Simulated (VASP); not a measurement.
# AlCu2 (P6/mmm) in VASP: notebook

Runs on AlCu2. Level: PBE. Tasks: single point, relaxation of cell and atoms.

Everything below comes from runs of VASP 6.6.1. Logs are shortened: lines on timing, memory, paths and dates and some standing lists are left out, and cuts for length are marked.

**1. The cell of the first run**

It takes space group P6/mmm (No. 191, hexagonal). Conventional cell: a = 4.169 Å, b = 4.169 Å, c = 2.593 Å, α = 90.00°, β = 90.00°, γ = 120.00°. Within 3.4 Å of Al (site symmetry 6/mmm) lie 2 Al at 2.59 Å and 12 Cu at 2.73 Å. Within 3.2 Å of Cu (site symmetry -6m2) lie 5 Cu at 2.41 to 2.59 Å and 6 Al at 2.73 Å.

**2. Single point, PBE**

File INCAR:

```
PREC = Accurate
ENCUT = 520
EDIFF = 1E-6
ISMEAR = 0
SIGMA = 0.1
LREAL = F
LASPH = T
NELM = 100
ALGO = Normal
ISIF = 2
LWAVE = F
LCHARG = F
GGA = PE
NBANDS = 20
```

File KPOINTS:

```
regular mesh
0
Gamma
  15 15 18
```

File POSCAR:

```
AlCu2
1.0
    4.1694350827      0.0000000000      0.0000000000
   -2.0847175413      3.6108367010      0.0000000000
    0.0000000000      0.0000000000      2.5925998577
Al Cu
1 2
Direct
    0.0000000000      0.0000000000      0.0000000000
    0.3333333333      0.6666666667      0.5000000000
    0.6666666667      0.3333333333      0.5000000000
```

Potentials or basis: VASP PAW PBE potentials, release 64 (Al, Cu).

Run with:

```console
$ cat potpaw_PBE.64/Al/POTCAR potpaw_PBE.64/Cu/POTCAR > POTCAR
$ mpirun -np 1 vasp_std > vasp.out
```

OUTCAR:

```text
PREC = Accurate
   ENCUT = 520
   EDIFF = 1E-6
   ISMEAR = 0
   LREAL = F
   LASPH = T
   NELM = 100
   ISIF = 2
   GGA = PE

 ion  position               nearest neighbor table
   1  0.000  0.000  0.000-   2 2.73   3 2.73   2 2.73   3 2.73   2 2.73   2 2.73   3 2.73   3 2.73
                             3 2.73   3 2.73   2 2.73   2 2.73
   2  0.333  0.667  0.500-   3 2.41   3 2.41   3 2.41   1 2.73   1 2.73   1 2.73   1 2.73   1 2.73
                             1 2.73
   3  0.667  0.333  0.500-   2 2.41   2 2.41   2 2.41   1 2.73   1 2.73   1 2.73   1 2.73   1 2.73
                             1 2.73

  LATTYP: Found a hexagonal cell.
 ALAT       =     4.1694350827
 C/A-ratio  =     0.6218108224

  Lattice vectors:

 A1 = (   4.1694350827,   0.0000000000,   0.0000000000)
 A2 = (  -2.0847175413,   3.6108367010,   0.0000000000)
 A3 = (   0.0000000000,   0.0000000000,   2.5925998577)

Analysis of symmetry for initial positions (statically):
=====================================================================
 Subroutine PRICEL returns:
 Original cell was already a primitive cell.

 Routine SETGRP: Setting up the symmetry group for a
 hexagonal supercell.

 Subroutine GETGRP returns: Found 24 space group operations
 (whereof 24 operations were pure point group operations)
 out of a pool of 24 trial point group operations.

The static configuration has the point symmetry D_6h.

Analysis of symmetry for dynamics (positions and initial velocities):
=====================================================================
 Subroutine PRICEL returns:
 Original cell was already a primitive cell.

 Routine SETGRP: Setting up the symmetry group for a
 hexagonal supercell.

 Subroutine GETGRP returns: Found 24 space group operations
 (whereof 24 operations were pure point group operations)
 out of a pool of 24 trial point group operations.

The dynamic configuration has the point symmetry D_6h.

 Subroutine INISYM returns: Found 24 space group operations
 (whereof 24 operations are pure point group operations),
 and found     1 'primitive' translations

----------------------------------------------------------------------------------------

                                     Primitive cell

  volume of cell :      39.0320

  direct lattice vectors                    reciprocal lattice vectors
     4.169435083  0.000000000  0.000000000     0.239840645  0.138472061  0.000000000
    -2.084717541  3.610836701  0.000000000     0.000000000  0.276944122  0.000000000
     0.000000000  0.000000000  2.592599858     0.000000000  0.000000000  0.385713205

  length of vectors
     4.169435083  4.169435083  2.592599858     0.276944122  0.276944122  0.385713205

  position of ions in fractional coordinates (direct lattice)
     0.000000000  0.000000000  0.000000000
     0.333333333  0.666666667  0.500000000
     0.666666667  0.333333333  0.500000000

  ion indices of the primitive-cell ions
   primitive index   ion index
                 1           1
                 2           2
                 3           3

----------------------------------------------------------------------------------------

 KPOINTS: regular mesh

Automatic generation of k-mesh.
 Grid dimensions read from file:
 generate k-points for:   15   15   18

 Generating k-lattice:

  Cartesian coordinates                     Fractional coordinates (reciprocal lattice)
     0.015989376  0.009231471  0.000000000     0.066666667  0.000000000  0.000000000
     0.000000000  0.018462941  0.000000000     0.000000000  0.066666667  0.000000000
     0.000000000  0.000000000  0.021428511     0.000000000  0.000000000  0.055555556

  Length of vectors
     0.018462941  0.018462941  0.021428511

  Shift w.r.t. Gamma in fractional coordinates (k-lattice)
     0.000000000  0.000000000  0.000000000

 Subroutine IBZKPT returns following result:
 ===========================================

 Found    270 irreducible k-points:

 Following reciprocal coordinates:
            Coordinates               Weight
  0.000000  0.000000  0.000000      1.000000
  0.066667  0.000000  0.000000      6.000000
  0.133333  0.000000  0.000000      6.000000
  0.200000  0.000000  0.000000      6.000000
  0.266667  0.000000  0.000000      6.000000
  0.333333  0.000000  0.000000      6.000000
[... 16 lines left out ...]
  0.333333  0.200000  0.000000     12.000000
  0.400000  0.200000  0.000000      6.000000
 [... further k-points ...]
   k-points           NKPTS =    270   k-points in BZ     NKDIM =    270   number of bands    NBANDS=     20
   number of dos      NEDOS =    301   number of ions     NIONS =      3
   total plane-waves  NPLWV =  20480
   dimension x,y,z NGX =    32 NGY =   32 NGZ =   20
   dimension x,y,z NGXF=    64 NGYF=   64 NGZF=   40
   ions per type =               1   2
   NGX,Y,Z   is equivalent  to a cutoff of  12.76, 12.76, 12.82 a.u.
   NGXF,Y,Z  is equivalent  to a cutoff of  25.52, 25.52, 25.65 a.u.
 SYSTEM =  unknown system
   PREC   = accura    normal or accurate (medium, high low for compatibility)
   ISTART =      0    job   : 0-new  1-cont  2-samecut
   ICHARG =      2    charge: 1-file 2-atom 10-const
   ISPIN  =      1    spin polarized calculation?
   LNONCOLLINEAR =      F non collinear calculations
   LSORBIT =      F    spin-orbit coupling
   LASPH  =      T    aspherical Exc in radial PAW
   ENCUT  =  520.0 eV  38.22 Ry    6.18 a.u.   7.75  7.75  4.82*2*pi/ulx,y,z
   NELM   =    100;   NELMIN=  2; NELMDL= -5     # of ELM steps
   EDIFF  = 0.1E-05   stopping-criterion for ELM
   LREAL  =      F    real-space projection
   EDIFFG = 0.1E-04   stopping-criterion for IOM
   NSW    =      0    number of steps for IOM
   IBRION =     -1    ionic relax: 0-MD 1-quasi-New 2-CG
   NFREE  =      0    steps in history (QN), initial steepest desc. (CG)
   ISIF   =      2    stress and relaxation
   ISYM   =      2    0-nonsym 1-usesym 2-fastsym
   POTIM  = 0.5000    time-step for ionic-motion
   TEBEG  =    0.0;   TEEND  =   0.0 temperature during run
   PSTRESS=    0.0 pullay stress
   NELECT =      25.0000    total number of electrons
   NUPDOWN=      -1.0000    fix difference up-down
   EMIN   =  10.00;   EMAX   =-10.00  energy-range for DOS
   EFERMI =   0.00;   METHOD = LEGACY
   ISMEAR =     0;   SIGMA  =   0.10  broadening in eV -4-tet -1-fermi 0-gaus
   EFERMI_NEDOS =   21; number of points for ismear=-14 and -15
   IALGO  =     38    algorithm
   IMIX   =      4    mixing-type and parameters
     AMIX     =   0.40;   BMIX     =  1.00
     AMIX_MAG =   1.60;   BMIX_MAG =  1.00
  volume/ion in A,a.u.               =      13.01        87.80
  Fermi-wavevector in a.u.,A,eV,Ry     =   1.411176  2.666737 27.094899  1.991419
  Thomas-Fermi vector in A             =   2.533055
   LORBIT       =      0    0 simple, 1 ext, 2 COOP (PROOUT), +10 PAW based schemes
   GGA     = PE    functional components
   LHFCALC =     F    Hartree Fock is set to
   AEXX    =    0.0000 exact exchange contribution
   IVDW    =     0    specifies the selected vdW correction
   LEPSILON=     F    determine dielectric tensor
   LRPA    =     F    only Hartree local field effects (RPA)
 non-spin polarized calculation
 Gauss-broadening in eV      SIGMA  =   0.10
  energy-cutoff  :      520.00
  volume of cell :       39.03
 maximum number of plane-waves:      1078
 NGX is ok and might be reduce to    32
   NGX = 15   NGY = 15   NGZ =  9

 number of electron      25.0000004 magnetization

 Free energy of the ion-electron system (eV)
  ---------------------------------------------------
  ext. energy  EPLUGINS =         0.00000000
  ---------------------------------------------------
  free energy    TOTEN  =       -11.58202752 eV

  energy without entropy =      -11.58059858  energy(sigma->0) =      -11.58131305

 E-fermi :   8.3746     XC(G=0): -11.8236

 val. band max:        8.3487174957   @ k =   0.4667   0.0000   0.2778
 cond. band min:       8.4022184405   @ k =   0.1333   0.0667   0.2222
 fundamental gap:      0.0535009448
 Fermi energy:         8.3746050767

 k-point     1 :       0.0000    0.0000    0.0000
  band No.  band energies     occupation
      1      -2.3257      2.00000
      2       3.8243      2.00000
      3       3.8559      2.00000
      4       3.8559      2.00000
      5       4.4344      2.00000
      6       4.5355      2.00000
[... 12 lines left out ...]
     19      21.5427      0.00000
     20      27.4222      0.00000

 k-point     2 :       0.0667    0.0000    0.0000
  band No.  band energies     occupation
      1      -2.2739      2.00000
      2       3.7360      2.00000
      3       3.8710      2.00000
      4       3.8760      2.00000
      5       4.4081      2.00000
      6       4.5441      2.00000
[... 12 lines left out ...]
     19      21.5434      0.00000
     20      27.0500      0.00000

 k-point     3 :       0.1333    0.0000    0.0000
  band No.  band energies     occupation
      1      -2.1193      2.00000
      2       3.5230      2.00000
      3       3.9041      2.00000
      4       3.9125      2.00000
      5       4.3299      2.00000
      6       4.5561      2.00000
[... 12 lines left out ...]
     19      21.5390      0.00000
     20      26.3133      0.00000

 k-point     4 :       0.2000    0.0000    0.0000
  band No.  band energies     occupation
      1      -1.8643      2.00000
      2       3.2046      2.00000
      3       3.9438      2.00000
      4       3.9684      2.00000
      5       4.1848      2.00000
      6       4.5404      2.00000
[... 12 lines left out ...]
     19      21.5048      0.00000
     20      25.4137      0.00000

 k-point     5 :       0.2667    0.0000    0.0000
  band No.  band energies     occupation
      1      -1.5133      2.00000
      2       2.7758      2.00000
      3       3.9604      2.00000
      4       4.0038      2.00000
      5       4.0220      2.00000
      6       4.5007      2.00000
[... 12 lines left out ...]
     19      21.3766      0.00000
     20      23.7477      0.00000
[... 353 lines left out ...]
      6       4.4394      2.00000
[... 12 lines left out ...]
     19      20.2392      0.00000
     20      22.1882      0.00000

 k-point    22 :       0.2667    0.2000    0.0000
  band No.  band energies     occupation
      1      -0.5255      2.00000
      2       1.9907      2.00000
      3       3.1258      2.00000
      4       4.1210      2.00000
      5       4.2556      2.00000
      6       4.3869      2.00000
[... 12 lines left out ...]
     19      21.1291      0.00000
     20      21.9586      0.00000

 k-point    23 :       0.3333    0.2000    0.0000
  band No.  band energies     occupation
      1      -0.0491      2.00000
      2       1.5462      2.00000
      3       2.8601      2.00000
      4       4.1791      2.00000
      5       4.2667      2.00000
      6       4.3313      2.00000
[... 12 lines left out ...]
     19      21.6171      0.00000
     20      22.7520      0.00000

 k-point    24 :       0.4000    0.2000    0.0000
  band No.  band energies     occupation
      1       0.2279      2.00000
      2       1.2709      2.00000
      3       2.7722      2.00000
      4       4.2158      2.00000
      5       4.2657      2.00000
      6       4.2963      2.00000
[... 12 lines left out ...]
     19      21.4674      0.00000
     20      22.8103      0.00000

 [... further k-points ...]
[... 5 lines left out ...]
  --------------------------------------------------------------------------------------
  -------------------------------------------------------------------------------------
  Total        0.1126682      0.1126682      0.0428332      0.0000000     -0.0000000     -0.0000000
  in kB        4.6247840      4.6247840      1.7582108      0.0000000     -0.0000000     -0.0000000
  external PRESSURE =       3.6692596 kB  Pullay stress =       0.0000000 kB

 VOLUME and BASIS-vectors are now :
 -----------------------------------------------------------------------------
  energy-cutoff  :      520.00
  volume of cell :       39.03
      direct lattice vectors                 reciprocal lattice vectors
     4.169435083  0.000000000  0.000000000     0.239840645  0.138472061  0.000000000
    -2.084717541  3.610836701  0.000000000     0.000000000  0.276944122  0.000000000
     0.000000000  0.000000000  2.592599858     0.000000000  0.000000000  0.385713205

 POSITION                                       TOTAL-FORCE (eV/Angst)
 -----------------------------------------------------------------------------------
      0.00000      0.00000      0.00000        -0.000000      0.000000      0.000000
     -0.00000      2.40722      1.29630        -0.000000      0.000000      0.000000
      2.08472      1.20361      1.29630         0.000000      0.000000      0.000000
 -----------------------------------------------------------------------------------
    total drift:                               -0.000000      0.000000     -0.000000

  FREE ENERGIE OF THE ION-ELECTRON SYSTEM (eV)
  ---------------------------------------------------
  free  energy   TOTEN  =       -11.5820275233 eV

  energy  without entropy=      -11.5805985829  energy(sigma->0) =      -11.58131305
```

Run time: 1.8 min. Hardware: 1 thread of AMD EPYC 9R45 (Zen 5), shared host; peak memory 0.27 GiB.

What came out:

- Free energy: -11.5820 eV
- Pressure: 0.4 GPa

Stress tensor (GPa, compression positive):
```
0.46 0.00 0.00
0.00 0.46 0.00
0.00 0.00 0.18
```

**3. Relaxation of cell and atoms, PBE**

File INCAR:

```
ALGO = Normal ; EDIFF = 1E-6
EDIFFG = -0.01 ; ENCUT = 600
GGA = PE ; IBRION = 2
ISIF = 3 ; ISMEAR = 0
LASPH = True ; LCHARG = False
LREAL = False ; LWAVE = False
NELM = 100 ; NSW = 100
PREC = Accurate ; SIGMA = 0.1
```

File KPOINTS:

```
k-points
0
Gamma
  15 15 18
```

POSCAR is that of step 2.

Potentials or basis: VASP PAW PBE potentials, release 64 (Al, Cu).

Run with:

```console
$ cat potpaw_PBE.64/Al/POTCAR potpaw_PBE.64/Cu/POTCAR > POTCAR
$ mpirun -np 1 vasp_std > vasp.out
```

It took 4.9 min on 1 thread of Intel Xeon Platinum 8259CL at 2.50GHz (Skylake/Cascade Lake), shared host; peak memory 0.34 GiB.

The run converged. Its results:

| Quantity | Value |
| --- | --- |
| Free energy | -11.5824 eV |
| Relaxed volume | 13.05 Å³/atom |
| Relaxed cell | a = 4.174 Å, b = 4.174 Å, c = 2.594 Å, α = 90.00°, β = 90.00°, γ = 120.00° |
| Space group after relaxing (to 0.05 Å) | P6/mmm (No. 191) |
| Energy gained by relaxing | 0.1 meV/atom |
| Ionic steps | 3 |
| Pressure after relaxing | 0.0 GPa |

Stress tensor (GPa, compression positive):
```
 0.07  0.00  0.00
 0.00  0.07  0.00
 0.00  0.00 -0.06
```

The path:
```tsv
step	energy change (eV)	largest force (eV/Å)	pressure (GPa)	volume (Å³)
1	0.0000	0.0000	0.50	39.03
2	0.0000	0.0000	-0.39	39.26
3	-0.0002	0.0000	0.03	39.14
```

Final structure:
```cif
data_structure
_symmetry_space_group_name_H-M 'P 1'
_symmetry_Int_Tables_number 1
_cell_length_a 4.1742
_cell_length_b 4.1742
_cell_length_c 2.5941
_cell_angle_alpha 90.000
_cell_angle_beta 90.000
_cell_angle_gamma 120.000
_cell_volume 39.14
loop_
_atom_site_label
_atom_site_type_symbol
_atom_site_fract_x
_atom_site_fract_y
_atom_site_fract_z
_atom_site_occupancy
Al1 Al 0.00000 0.00000 0.00000 1
Cu1 Cu 0.33333 0.66667 0.50000 1
Cu2 Cu 0.66667 0.33333 0.50000 1
```

Levels at points of the mesh, in eV from the Fermi level:
| k point | band 9 | band 10 | band 11 | band 12 | band 13 | band 14 | band 15 | band 16 |
| --- | --- | --- | --- | --- | --- | --- | --- | --- |
| (0.00, 0.00, 0.00) | -3.13 | -2.61 | -2.61 | 1.57 | 1.57 | 1.61 | 1.92 | 1.92 |
| (0.00, 0.00, 0.50) | -3.45 | -3.45 | -2.10 | -1.49 | 5.64 | 5.64 | 6.04 | 6.49 |
